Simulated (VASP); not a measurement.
**In: relaxation of cell and atoms with PBEsol**

The system is In.

```xyz
2
Lattice="3.3355 0.0000 0.0000 -1.6677 2.8886 0.0000 0.0000 0.0000 5.5091" Properties=species:S:1:pos:R:3 pbc="T T T"
In    1.6677    0.9629    4.1319
In    0.0000    1.9257    1.3773
```

```yaml
Program: VASP 6.6.1
Task: relaxation of cell and atoms
Functional: PBEsol
Potentials_or_basis: VASP PAW PBE potentials, release 64 (In_d)
Cutoff: 600 eV
k_mesh: 9 × 9 × 5
Occupations: fermi-dirac, width 0.05 eV
Spin: no spin polarisation
Target_pressure: 10 GPa
Dipole_correction: no
Further_INCAR_settings: ALGO = Normal; EDIFF = 1e-07; IBRION = 2; EDIFFG = -0.01; NSW = 60; ISIF = 3
```

```json
{
 "Relaxed volume": "22.01 Å³/atom",
 "Relaxed cell": "a = 3.151 Å, b = 3.151 Å, c = 5.121 Å, α = 90.00°, β = 90.00°, γ = 120.00°",
 "Space group after relaxing (to 0.05 Å)": "P6_3/mmc (No. 194)",
 "Energy change on relaxing (the enthalpy is what falls)": "+91.8 meV/atom",
 "Ionic steps": "8",
 "Pressure after relaxing": "10.0 GPa",
 "Band gap on the k mesh": "zero (band 13 reaches 12.27 eV, above the bottom of band 14 at 7.29 eV)"
}
```

The path:
```tsv
step	energy change (eV)	largest force (eV/Å)	pressure (GPa)	volume (Å³)
1	0.0000	0.0000	-1.37	53.08
2	0.5780	0.0000	21.26	39.88
3	0.1821	0.0000	9.89	44.10
4	0.1926	0.0000	10.23	43.93
5	0.1936	0.0000	10.32	43.87
6	0.1935	0.0000	10.32	43.87
7	0.1772	0.0000	9.77	44.13
8	0.1837	0.0000	10.00	44.02
```

Final structure:
```
CELL_PARAMETERS angstrom
3.15062 0.00000 0.00000
-1.57531 2.72851 0.00000
0.00000 0.00000 5.12085
ATOMIC_POSITIONS crystal
In 0.66667 0.33333 0.75000
In 0.33333 0.66667 0.25000
```

Levels at points of the mesh, in eV from the Fermi level:
| k point | band 10 | band 11 | band 12 | band 13 | band 14 | band 15 | band 16 | band 17 |
| --- | --- | --- | --- | --- | --- | --- | --- | --- |
| (0.00, 0.00, 0.00) | -14.33 | -10.90 | -4.38 | -4.21 | 9.49 | 9.49 | 11.19 | 11.57 |

It took 94 s on 1 thread of Intel(R) Xeon(R) 6975P-C (Granite Rapids), with other jobs on the host, peak memory 0.21 GiB.

Caveat: the cell is relaxed towards a set pressure, so the enthalpy falls and the energy may rise; the volume moved by over 15 % at a fixed basis, so the end points are rough; the PAW data sets were made with another functional, which shifts forces and pressure a little; spin-orbit coupling is left out, which moves the levels of the heavy elements.
